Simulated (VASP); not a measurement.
A run of VASP 6.6.1:

The input INCAR:

```
SYSTEM = CdO
PREC     = Accurate       ! precision mode
ENCUT    = 600            ! plane-wave cutoff, eV
EDIFF    = 1E-6           ! SCF threshold, eV
ISMEAR   = -1             ! smearing method
SIGMA    = 0.05           ! smearing width, eV
LREAL    = .FALSE.        ! projectors in reciprocal space
LASPH    = .TRUE.         ! aspherical terms in the spheres
NELM     = 120            ! most SCF steps
ALGO     = Normal         ! electronic algorithm
ISIF     = 2              ! what is computed and relaxed
LWAVE    = .FALSE.        ! write WAVECAR
LCHARG   = .FALSE.        ! write CHGCAR
GGA      = B5             ! functional
ALDAX    = 1.0          
AGGAX    = 1.0          
AGGAC    = 1.0          
ALDAC    = 0.0          
IVDW     = 12             ! dispersion correction
VDW_S6   = 1.0          
VDW_S8   = 2.6996       
VDW_A1   = 0.4298       
VDW_A2   = 4.2359       
NBANDS   = 16             ! bands
GGA_COMPAT= .FALSE.
```

File KPOINTS:

```
regular mesh
0
G
  10 10 10
  0 0 0
```

The input POSCAR:

```
CdO
1.0
    0.0000000000      2.3015375624      2.3015375624
    2.3015375624      0.0000000000      2.3015375624
    2.3015375624      2.3015375624      0.0000000000
Cd O
1 1
Direct
    0.0000000000      0.0000000000      0.0000000000
    0.5000000000      0.5000000000      0.5000000000
```

Potentials or basis: VASP PAW PBE potentials, release 64 (Cd, O).

Launch:

```sh
$ cat potpaw_PBE.64/Cd/POTCAR potpaw_PBE.64/O/POTCAR > POTCAR
$ mpirun -np 1 vasp_std > vasp.out
```

Hardware: 1 thread of Intel(R) Xeon(R) 6975P-C (Granite Rapids), with other jobs on the host.

**Question.** How long does it take, and how much memory?

**Answer.** Wall time 15 s on 1 thread of Intel(R) Xeon(R) 6975P-C (Granite Rapids) (shared host), peak memory 0.18 GiB. Counts: scf iterations 13, k points 47.
